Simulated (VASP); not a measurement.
# ZnO (zincite) (P6_3mc) in VASP: a series of runs

ZnO (zincite) is run at these levels: BLYP+D3(BJ), LDA; tasks: single point.

Everything below comes from runs of VASP 6.6.1. Logs are shortened: lines on timing, memory, paths and dates and some standing lists are left out, and cuts for length are marked.

## 1. The cell of the first run

The structure is hexagonal, space group P6_3mc (No. 186). The conventional cell has a = 3.227 Å, b = 3.227 Å, c = 5.171 Å, α = 90.00°, β = 90.00°, γ = 120.00°. Zn (site symmetry 3m) has 4 O at 1.96 to 1.97 Å within 2.6 Å. Within 2.6 Å of O (site symmetry 3m) lie 4 Zn at 1.96 to 1.97 Å.

## 2. Single point, BLYP+D3(BJ)

The input, INCAR:

```
SYSTEM = ZnO
  AGGAC = 1.0
  AGGAX = 1.0
  ALDAC = 0.0
  ALDAX = 1.0
  ALGO = Normal
  EDIFF = 1E-6
  ENCUT = 520
  GGA = B5
  ISIF = 2
  ISMEAR = -1
  IVDW = 12
  LASPH = .TRUE.
  LCHARG = .FALSE.
  LREAL = .FALSE.
  LWAVE = .FALSE.
  NBANDS = 26
  NELM = 80
  PREC = Accurate
  SIGMA = 0.05
  VDW_A1 = 0.4298
  VDW_A2 = 4.2359
  VDW_S6 = 1.0
  VDW_S8 = 2.6996
```

The input, KPOINTS:

```
k-points
0
G
  9 9 5
  0 0 0
```

The input, POSCAR:

```
ZnO
1.0
    3.2274999067      0.0000000000      0.0000000000
   -1.6137499533      2.7950969099      0.0000000000
    0.0000000000      0.0000000000      5.1707703030
Zn O
2 2
Direct
    0.6666666667      0.3333333333      0.0000000000
    0.3333333333      0.6666666667      0.5000000000
    0.3333333333      0.6666666667      0.8790100000
    0.6666666667      0.3333333333      0.3790100000
```

Potentials or basis: VASP PAW PBE potentials, release 64 (Zn, O).

On the command line:

```
> cat potpaw_PBE.64/Zn/POTCAR potpaw_PBE.64/O/POTCAR > POTCAR
> mpirun -np 1 vasp_std > vasp.out
```

OUTCAR:

```text
SYSTEM = ZnO
   EDIFF = 1E-6
   ENCUT = 520
   GGA = B5
   ISIF = 2
   ISMEAR = -1
   IVDW = 12
   LASPH = .TRUE.
   LREAL = .FALSE.
   NELM = 80
   PREC = Accurate
 IVDW          = 12

 ion  position               nearest neighbor table
   1  0.667  0.333  0.000-   4 1.96   3 1.97   3 1.97   3 1.97
   2  0.333  0.667  0.500-   3 1.96   4 1.97   4 1.97   4 1.97
   3  0.333  0.667  0.879-   2 1.96   1 1.97   1 1.97   1 1.97
   4  0.667  0.333  0.379-   1 1.96   2 1.97   2 1.97   2 1.97

  LATTYP: Found a hexagonal cell.
 ALAT       =     3.2274999067
 C/A-ratio  =     1.6020977390

  Lattice vectors:

 A1 = (   3.2274999067,   0.0000000000,   0.0000000000)
 A2 = (  -1.6137499533,   2.7950969099,   0.0000000000)
 A3 = (   0.0000000000,   0.0000000000,   5.1707703030)

Analysis of symmetry for initial positions (statically):
=====================================================================
 Subroutine PRICEL returns:
 Original cell was already a primitive cell.

 Routine SETGRP: Setting up the symmetry group for a
 hexagonal supercell.

 Subroutine GETGRP returns: Found 12 space group operations
 (whereof  6 operations were pure point group operations)
 out of a pool of 24 trial point group operations.

The static configuration has the point symmetry C_3v.
 The point group associated with its full space group is C_6v.

Analysis of symmetry for dynamics (positions and initial velocities):
=====================================================================
 Subroutine PRICEL returns:
 Original cell was already a primitive cell.

 Routine SETGRP: Setting up the symmetry group for a
 hexagonal supercell.

 Subroutine GETGRP returns: Found 12 space group operations
 (whereof  6 operations were pure point group operations)
 out of a pool of 24 trial point group operations.

The dynamic configuration has the point symmetry C_3v.
 The point group associated with its full space group is C_6v.

 Subroutine INISYM returns: Found 12 space group operations
 (whereof  6 operations are pure point group operations),
 and found     1 'primitive' translations

----------------------------------------------------------------------------------------

                                     Primitive cell

  volume of cell :      46.6464

  direct lattice vectors                    reciprocal lattice vectors
     3.227499907  0.000000000  0.000000000     0.309837344  0.178884674  0.000000000
    -1.613749953  2.795096910  0.000000000     0.000000000  0.357769348  0.000000000
     0.000000000  0.000000000  5.170770303     0.000000000  0.000000000  0.193394783

  length of vectors
     3.227499907  3.227499907  5.170770303     0.357769348  0.357769348  0.193394783

  position of ions in fractional coordinates (direct lattice)
     0.666666667  0.333333333  0.000000000
     0.333333333  0.666666667  0.500000000
     0.333333333  0.666666667  0.879010000
     0.666666667  0.333333333  0.379010000

  ion indices of the primitive-cell ions
   primitive index   ion index
                 1           1
                 2           2
                 3           3
                 4           4

----------------------------------------------------------------------------------------

 KPOINTS: k-points

Automatic generation of k-mesh.
 Grid dimensions read from file:
 generate k-points for:    9    9    5

 Generating k-lattice:

  Cartesian coordinates                     Fractional coordinates (reciprocal lattice)
     0.034426372  0.019876075  0.000000000     0.111111111  0.000000000  0.000000000
     0.000000000  0.039752150  0.000000000     0.000000000  0.111111111  0.000000000
     0.000000000  0.000000000  0.038678957     0.000000000  0.000000000  0.200000000

  Length of vectors
     0.039752150  0.039752150  0.038678957

  Shift w.r.t. Gamma in fractional coordinates (k-lattice)
     0.000000000  0.000000000  0.000000000

 Subroutine IBZKPT returns following result:
 ===========================================

 Found     36 irreducible k-points:

 Following reciprocal coordinates:
            Coordinates               Weight
  0.000000  0.000000  0.000000      1.000000
  0.111111  0.000000  0.000000      6.000000
  0.222222  0.000000  0.000000      6.000000
  0.333333  0.000000  0.000000      6.000000
  0.444444  0.000000  0.000000      6.000000
  0.111111  0.111111  0.000000      6.000000
[... 16 lines left out ...]
  0.333333  0.222222  0.200000     24.000000
  0.333333  0.333333  0.200000      4.000000
 [... further k-points ...]
   k-points           NKPTS =     36   k-points in BZ     NKDIM =     36   number of bands    NBANDS=     26
   number of dos      NEDOS =    301   number of ions     NIONS =      4
   total plane-waves  NPLWV =  23040
   dimension x,y,z NGX =    24 NGY =   24 NGZ =   40
   dimension x,y,z NGXF=    48 NGYF=   48 NGZF=   80
   ions per type =               2   2
   NGX,Y,Z   is equivalent  to a cutoff of  12.36, 12.36, 12.86 a.u.
   NGXF,Y,Z  is equivalent  to a cutoff of  24.72, 24.72, 25.72 a.u.
 SYSTEM =  ZnO
   PREC   = accura    normal or accurate (medium, high low for compatibility)
   ISTART =      0    job   : 0-new  1-cont  2-samecut
   ICHARG =      2    charge: 1-file 2-atom 10-const
   ISPIN  =      1    spin polarized calculation?
   LNONCOLLINEAR =      F non collinear calculations
   LSORBIT =      F    spin-orbit coupling
   LASPH  =      T    aspherical Exc in radial PAW
   ENCUT  =  520.0 eV  38.22 Ry    6.18 a.u.   6.00  6.00  9.61*2*pi/ulx,y,z
   NELM   =     80;   NELMIN=  2; NELMDL= -5     # of ELM steps
   EDIFF  = 0.1E-05   stopping-criterion for ELM
   LREAL  =      F    real-space projection
   EDIFFG = 0.1E-04   stopping-criterion for IOM
   NSW    =      0    number of steps for IOM
   IBRION =     -1    ionic relax: 0-MD 1-quasi-New 2-CG
   NFREE  =      0    steps in history (QN), initial steepest desc. (CG)
   ISIF   =      2    stress and relaxation
   ISYM   =      2    0-nonsym 1-usesym 2-fastsym
   POTIM  = 0.5000    time-step for ionic-motion
   TEBEG  =    0.0;   TEEND  =   0.0 temperature during run
   PSTRESS=    0.0 pullay stress
   NELECT =      36.0000    total number of electrons
   NUPDOWN=      -1.0000    fix difference up-down
   EMIN   =  10.00;   EMAX   =-10.00  energy-range for DOS
   EFERMI =   0.00;   METHOD = LEGACY
   ISMEAR =    -1;   SIGMA  =   0.05  broadening in eV -4-tet -1-fermi 0-gaus
   EFERMI_NEDOS =   21; number of points for ismear=-14 and -15
   IALGO  =     38    algorithm
   IMIX   =      4    mixing-type and parameters
     AMIX     =   0.40;   BMIX     =  1.00
     AMIX_MAG =   1.60;   BMIX_MAG =  1.00
  volume/ion in A,a.u.               =      11.66        78.70
  Fermi-wavevector in a.u.,A,eV,Ry     =   1.501653  2.837712 30.680611  2.254961
  Thomas-Fermi vector in A             =   2.612996
   LORBIT       =      0    0 simple, 1 ext, 2 COOP (PROOUT), +10 PAW based schemes
   GGA     = B5    functional components
   LHFCALC =     F    Hartree Fock is set to
   AEXX    =    0.0000 exact exchange contribution
   IVDW    =    12    specifies the selected vdW correction
   LEPSILON=     F    determine dielectric tensor
   LRPA    =     F    only Hartree local field effects (RPA)
 non-spin polarized calculation
  energy-cutoff  :      520.00
  volume of cell :       46.65
 maximum number of plane-waves:      1284
   NGX = 13   NGY = 13   NGZ = 19

 number of electron      36.0000012 magnetization

 Free energy of the ion-electron system (eV)
  ---------------------------------------------------
  ext. energy  EPLUGINS =         0.00000000
  ---------------------------------------------------
  free energy    TOTEN  =       -16.29962641 eV

  energy without entropy =      -16.29962582  energy(sigma->0) =      -16.29962611

 E-fermi :   2.2265     XC(G=0): -10.5359

 val. band max:        1.6881171364   @ k =   0.0000   0.0000   0.0000
 cond. band min:       2.6862100078   @ k =   0.0000   0.0000   0.0000
 fundamental gap:      0.9980928715
 Fermi energy:         2.2265499481

 k-point     1 :       0.0000    0.0000    0.0000
  band No.  band energies     occupation
      1     -16.4346      2.00000
      2     -15.6755      2.00000
      3      -4.1334      2.00000
      4      -4.1334      2.00000
      5      -4.0924      2.00000
      6      -4.0076      2.00000
[... 18 lines left out ...]
     25      15.9839      0.00000
     26      15.9839      0.00000

 k-point     2 :       0.1111    0.0000    0.0000
  band No.  band energies     occupation
      1     -16.3649      2.00000
      2     -15.6452      2.00000
      3      -4.2080      2.00000
      4      -4.0937      2.00000
      5      -4.0497      2.00000
      6      -3.9537      2.00000
[... 18 lines left out ...]
     25      16.1171      0.00000
     26      16.1183      0.00000

 k-point     3 :       0.2222    0.0000    0.0000
  band No.  band energies     occupation
      1     -16.1790      2.00000
      2     -15.5729      2.00000
      3      -4.3500      2.00000
      4      -4.0278      2.00000
      5      -4.0011      2.00000
      6      -3.8880      2.00000
[... 18 lines left out ...]
     25      15.4840      0.00000
     26      16.1054      0.00000

 k-point     4 :       0.3333    0.0000    0.0000
  band No.  band energies     occupation
      1     -15.9422      2.00000
      2     -15.5064      2.00000
      3      -4.4259      2.00000
      4      -4.0688      2.00000
      5      -3.9173      2.00000
      6      -3.7106      2.00000
[... 18 lines left out ...]
     25      15.2474      0.00000
     26      15.9658      0.00000
[... 496 lines left out ...]
      1     -15.7925      2.00000
      2     -15.5173      2.00000
      3      -4.2741      2.00000
      4      -4.1977      2.00000
      5      -3.8288      2.00000
      6      -3.7916      2.00000
[... 18 lines left out ...]
     25      14.0265      0.00000
     26      17.2662      0.00000

 k-point    23 :       0.3333    0.2222    0.2000
  band No.  band energies     occupation
      1     -15.6440      2.00000
      2     -15.5082      2.00000
      3      -4.2146      2.00000
      4      -4.0317      2.00000
      5      -3.8648      2.00000
      6      -3.6476      2.00000
[... 18 lines left out ...]
     25      14.8419      0.00000
     26      16.2796      0.00000

 k-point    24 :       0.3333    0.3333    0.2000
  band No.  band energies     occupation
      1     -15.5492      2.00000
      2     -15.5492      2.00000
      3      -4.1318      2.00000
      4      -3.9100      2.00000
      5      -3.9100      2.00000
      6      -3.5287      2.00000
[... 18 lines left out ...]
     25      15.5681      0.00000
     26      16.4855      0.00000

 [... further k-points ...]

------------------------ aborting loop because EDIFF is reached ----------------------------------------

 Edisp (eV)   -1.96099

 E8    (eV) :    -1.3454

  FORCE on cell =-STRESS in cart. coord.  units (eV):
  Direction    XX          YY          ZZ          XY          YZ          ZX
  --------------------------------------------------------------------------------------
  -------------------------------------------------------------------------------------
  Total       1.83380     1.83380     2.51037     0.00000     0.00000    -0.00000
  in kB      62.98594    62.98594    86.22428     0.00000     0.00000    -0.00000
  external pressure =       70.73 kB  Pullay stress =        0.00 kB

 VOLUME and BASIS-vectors are now :
 -----------------------------------------------------------------------------
  energy-cutoff  :      520.00
  volume of cell :       46.65
      direct lattice vectors                 reciprocal lattice vectors
     3.227499907  0.000000000  0.000000000     0.309837344  0.178884674  0.000000000
    -1.613749953  2.795096910  0.000000000     0.000000000  0.357769348  0.000000000
     0.000000000  0.000000000  5.170770303     0.000000000  0.000000000  0.193394783

 POSITION                                       TOTAL-FORCE (eV/Angst)
 -----------------------------------------------------------------------------------
      1.61375      0.93170      0.00000         0.000000     -0.000000     -0.075698
     -0.00000      1.86340      2.58539        -0.000000      0.000000     -0.075698
     -0.00000      1.86340      4.54516         0.000000      0.000000      0.075698
      1.61375      0.93170      1.95977         0.000000      0.000000      0.075698
 -----------------------------------------------------------------------------------
    total drift:                                0.000001      0.000001     -0.000328

  FREE ENERGIE OF THE ION-ELECTRON SYSTEM (eV)
  ---------------------------------------------------
  free  energy   TOTEN  =       -18.2606193305 eV

  energy  without entropy=      -18.2606187463  energy(sigma->0) =      -18.26061904
```

Wall time 22 s (1 thread of Intel Xeon 6975P-C (Granite Rapids), shared host); peak memory 0.19 GiB.

What came out:

| Quantity | Value |
| --- | --- |
| Free energy | -18.2606 eV |
| Pressure | 7.1 GPa |
| Largest force | 0.076 eV/Å |
| Band gap on the k mesh | 1.00 eV, direct |
| Dispersion energy per atom | -0.490 eV |

Forces in eV/Å, atoms in the order of the input:
```
Zn   0.000  0.000 -0.076
Zn   0.000  0.000 -0.076
O    0.000  0.000  0.076
O    0.000  0.000  0.076
```

Caveat: the PAW data sets were made with another functional, which shifts forces and pressure a little.

## 3. Single point, LDA

The input, INCAR:

```
SYSTEM = ZnO
  ALGO = Normal
  EDIFF = 1E-6
  ENCUT = 520
  ISIF = 2
  ISMEAR = -1
  LASPH = .True.
  LCHARG = .True.
  LELF = .True.
  LREAL = .False.
  LVHAR = .True.
  LWAVE = .False.
  NBANDS = 26
  NELM = 100
  PREC = Accurate
  SIGMA = 0.05
```

The input, KPOINTS:

```
k-points
0
Gamma
  9 9 5
  0 0 0
```

POSCAR is that of step 2.

Potentials or basis: VASP PAW LDA potentials, release 64 (Zn, O).

On the command line:

```
> cat potpaw_LDA.64/Zn/POTCAR potpaw_LDA.64/O/POTCAR > POTCAR
> mpirun -np 1 vasp_std > vasp.out
```

OUTCAR:

```text
SYSTEM = ZnO
   EDIFF = 1E-6
   ENCUT = 520
   ISIF = 2
   ISMEAR = -1
   LASPH = .True.
   LREAL = .False.
   NELM = 100
   PREC = Accurate

 ion  position               nearest neighbor table
   1  0.667  0.333  0.000-   4 1.96   3 1.97   3 1.97   3 1.97
   2  0.333  0.667  0.500-   3 1.96   4 1.97   4 1.97   4 1.97
   3  0.333  0.667  0.879-   2 1.96   1 1.97   1 1.97   1 1.97
   4  0.667  0.333  0.379-   1 1.96   2 1.97   2 1.97   2 1.97

  LATTYP: Found a hexagonal cell.
 ALAT       =     3.2274999067
 C/A-ratio  =     1.6020977390

  Lattice vectors:

 A1 = (   3.2274999067,   0.0000000000,   0.0000000000)
 A2 = (  -1.6137499533,   2.7950969099,   0.0000000000)
 A3 = (   0.0000000000,   0.0000000000,   5.1707703030)

Analysis of symmetry for initial positions (statically):
=====================================================================
 Subroutine PRICEL returns:
 Original cell was already a primitive cell.

 Routine SETGRP: Setting up the symmetry group for a
 hexagonal supercell.

 Subroutine GETGRP returns: Found 12 space group operations
[... 164 lines left out ...]
  ext. energy  EPLUGINS =         0.00000000
  ---------------------------------------------------
  free energy    TOTEN  =       -21.14826830 eV

  energy without entropy =      -21.14826399  energy(sigma->0) =      -21.14826614

 E-fermi :   1.4913     XC(G=0): -11.5708

 val. band max:        1.0646839679   @ k =   0.0000   0.0000   0.0000
 cond. band min:       1.8403148719   @ k =   0.0000   0.0000   0.0000
 fundamental gap:      0.7756309040
 Fermi energy:         1.4912979666

 k-point     1 :       0.0000    0.0000    0.0000
  band No.  band energies     occupation
      1     -16.9029      2.00000
      2     -16.0928      2.00000
      3      -4.8022      2.00000
      4      -4.8022      2.00000
      5      -4.7920      2.00000
      6      -4.7618      2.00000
[... 685 lines left out ...]
     25      14.4692      0.00000
     26      15.6696      0.00000

 [... further k-points ...]
[... 5 lines left out ...]
  --------------------------------------------------------------------------------------
  -------------------------------------------------------------------------------------
  Total       -1.1245288     -1.1245288     -0.5704633     -0.0000000     -0.0000000      0.0000000
  in kB      -38.6244951    -38.6244951    -19.5938564     -0.0000000     -0.0000000      0.0000000
  external PRESSURE =     -32.2809489 kB  Pullay stress =       0.0000000 kB

 VOLUME and BASIS-vectors are now :
 -----------------------------------------------------------------------------
  energy-cutoff  :      520.00
  volume of cell :       46.65
      direct lattice vectors                 reciprocal lattice vectors
     3.227499907  0.000000000  0.000000000     0.309837344  0.178884674  0.000000000
    -1.613749953  2.795096910  0.000000000     0.000000000  0.357769348  0.000000000
     0.000000000  0.000000000  5.170770303     0.000000000  0.000000000  0.193394783

 POSITION                                       TOTAL-FORCE (eV/Angst)
 -----------------------------------------------------------------------------------
      1.61375      0.93170      0.00000         0.000000      0.000000     -0.062768
     -0.00000      1.86340      2.58539        -0.000000      0.000000     -0.062768
     -0.00000      1.86340      4.54516        -0.000000      0.000000      0.062768
      1.61375      0.93170      1.95977         0.000000     -0.000000      0.062768
 -----------------------------------------------------------------------------------
    total drift:                               -0.000000     -0.000000     -0.000562

  FREE ENERGIE OF THE ION-ELECTRON SYSTEM (eV)
  ---------------------------------------------------
  free  energy   TOTEN  =       -21.1482682997 eV

  energy  without entropy=      -21.1482639870  energy(sigma->0) =      -21.14826614
```

OSZICAR:

```text
N       E                     dE             d eps       ncg     rms          rms(c)
DAV:   1     0.294921259560E+03    0.29492E+03   -0.18144E+04  1896   0.202E+03
DAV:   2     0.810797603246E+01   -0.28681E+03   -0.26861E+03  1972   0.416E+02
DAV:   3    -0.235779326300E+02   -0.31686E+02   -0.31277E+02  2062   0.141E+02
DAV:   4    -0.242078100844E+02   -0.62988E+00   -0.62823E+00  2068   0.202E+01
DAV:   5    -0.242109353584E+02   -0.31253E-02   -0.31251E-02  2082   0.150E+00    0.149E+01
DAV:   6    -0.210539250996E+02    0.31570E+01   -0.60623E+00  2952   0.612E+01    0.945E+00
DAV:   7    -0.212146183665E+02   -0.16069E+00   -0.26977E+00  1926   0.165E+01    0.559E+00
DAV:   8    -0.211985486993E+02    0.16070E-01   -0.56798E-01  2472   0.704E+00    0.167E+00
DAV:   9    -0.211462743423E+02    0.52274E-01   -0.10239E-01  2712   0.655E+00    0.330E-01
DAV:  10    -0.211483038469E+02   -0.20295E-02   -0.35146E-02  1906   0.133E+00    0.843E-02
DAV:  11    -0.211482774370E+02    0.26410E-04   -0.49283E-04  2224   0.433E-01    0.260E-02
DAV:  12    -0.211482678859E+02    0.95511E-05   -0.10046E-04  2382   0.325E-01    0.727E-03
DAV:  13    -0.211482695078E+02   -0.16219E-05   -0.10680E-05  2766   0.618E-02    0.946E-03
DAV:  14    -0.211482682853E+02    0.12226E-05   -0.41750E-06  1820   0.176E-02    0.146E-03
DAV:  15    -0.211482682997E+02   -0.14451E-07   -0.19252E-07   946   0.589E-03
   1 F= -.21148268E+02 E0= -.21148266E+02  d E =-.431268E-05
```

It took 13 s on 1 thread of Intel Xeon 6975P-C (Granite Rapids), shared host; peak memory 0.15 GiB.

What came out:

- Free energy: -21.1483 eV
- Pressure: -3.2 GPa
- Largest force: 0.063 eV/Å
- Band gap on the k mesh: 0.78 eV, direct

Forces in eV/Å, atoms in the order of the input:
```
Zn   0.000  0.000 -0.063
Zn   0.000  0.000 -0.063
O    0.000  0.000  0.063
O    0.000  0.000  0.063
```

As with any semilocal functional, this LDA gap is likely too small.
